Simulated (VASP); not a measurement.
**Si: single point with PBE**

The system is Si.

```
Si
1.0
    -3.33187    3.33187    2.99414
     3.33187   -3.33187    2.99414
     3.33187    3.33187   -2.99414
Si
8
Direct
  0.75543 0.11320 0.23211
  0.88109 0.52332 0.76789
  0.11320 0.75543 0.23211
  0.47668 0.24457 0.35776
  0.88680 0.11891 0.64224
  0.52332 0.88109 0.76789
  0.24457 0.47668 0.35776
  0.11891 0.88680 0.64224
```

The cell was built from a structure type or drawn by symmetry, and may not be a known phase.

- Program: VASP 6.6.1
- Task: single point
- Functional: PBE
- Potentials or basis: VASP PAW PBE potentials, release 64 (Si)
- Cutoff: 520 eV
- k mesh: 4 × 4 × 4
- Occupations: gaussian, width 0.1 eV
- Spin: no spin polarisation

```yaml
Pressure: 28.6 GPa
Largest_force: 1.606 eV/Å
Band_gap_on_the_k_mesh: zero (bands 16 and 17 overlap by 0.24 eV)
```

Forces in eV/Å, atoms in the order of the input:
```
Si  -1.304  0.297  0.889
Si   1.304 -0.297  0.889
Si   0.297 -1.304  0.889
Si  -0.297 -1.304 -0.889
Si   0.297  1.304 -0.889
Si  -0.297  1.304  0.889
Si  -1.304 -0.297 -0.889
Si   1.304  0.297 -0.889
```

Stress tensor (GPa, compression positive):
```
35.01  0.00  0.00
 0.00 35.01  0.00
 0.00  0.00 15.84
```

Levels at points of the mesh, in eV from the Fermi level:
```
           k point  band 13  band 14  band 15  band 16  band 17  band 18  band 19  band 20
(0.00, 0.00, 0.00)    -2.06    -0.87    -0.73    -0.73     1.62     2.23     3.50     3.74
(0.50, 0.00, 0.00)    -2.79    -1.99    -1.30    -1.04     0.52     1.54     1.78     2.41
(0.50, 0.50, 0.00)    -1.87    -1.85    -1.68    -1.19     0.75     1.15     1.94     2.40
(0.50, 0.50, 0.50)    -0.94    -0.94    -0.93    -0.47    -0.06     1.03     3.23     3.24
```

It took 52 s on 1 thread of Intel(R) Xeon(R) Platinum 8488C (Sapphire Rapids), on a shared host, peak memory 0.25 GiB.

Caveat: the cell stands under pressure; semilocal functionals underestimate gaps, so a narrow gap can read as zero; forces of over 1 eV/Å act on the atoms, so gaps and moduli don't describe the material at rest.
